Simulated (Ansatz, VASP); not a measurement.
One calculation of Ni, two programs

```
Ni
1.0
     2.48804    0.00000    0.00000
     0.00000    3.51862    0.00000
     0.00000    0.00000   18.48800
Ni
3
Cartesian
  0.0000 0.0000 8.0920
  1.2440 1.7593 9.2440
  0.0000 0.0000 10.3960
```

Alike in both runs: task single point; functional PBE; k mesh 15 × 10 × 1; occupations fermi-dirac, width 0.05 eV; collinear spin.

|  | VASP | Ansatz |
| --- | --- | --- |
| version | VASP 6.6.1 | Ansatz 0.2.0 |
| potentials or method | VASP PAW PBE potentials, release 64 (Ni), cutoff 520 eV | all-electron LAPW, scalar-relativistic |

|  | VASP | Ansatz | Ansatz less VASP |
| --- | --- | --- | --- |
| net moment per atom (μB) | 0.77 | 0.78 | +0.011 |
| size of the moment on the site where the two differ most (μB) | 0.66 | 0.69 | +0.038 |

Site moments also hang on the region over which each program counts them. Ansatz ran all-electron here, and VASP with PAW potentials. Ansatz's warnings: slab cell height set.
